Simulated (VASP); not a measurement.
Crystal: Mo.

```
CELL_PARAMETERS angstrom
-1.58381 1.58381 1.58381
1.58381 -1.58381 1.58381
1.58381 1.58381 -1.58381
ATOMIC_POSITIONS crystal
Mo 0.00000 0.00000 0.00000
```

Base run:

* Program: VASP 6.6.1
* Functional: PBE0
* Potentials or basis: VASP PAW PBE potentials, release 64 (Mo_sv)
* Cutoff: 520 eV
* k mesh: 8 × 8 × 8
* Occupations: fermi-dirac, width 0.05 eV
* Spin: no spin polarisation

Its results: band gap on the k mesh zero (bands 7 and 8 overlap by 6.85 eV); pressure -6.0 GPa.

The run is repeated on the same cell with these changes: functional from PBE0 to b88 exchange, pbe correlation; cutoff from 520 eV to 500 eV; k mesh from 8 × 8 × 8 to 12 × 12 × 12. What comes out?

Band gap on the k mesh zero (bands 7 and 8 overlap by 5.22 eV); pressure -1.6 GPa.

Several settings changed at once.

Caveats: the PAW data sets were made with another functional, which shifts forces and pressure a little; the cell stands under tension (at least some runs).
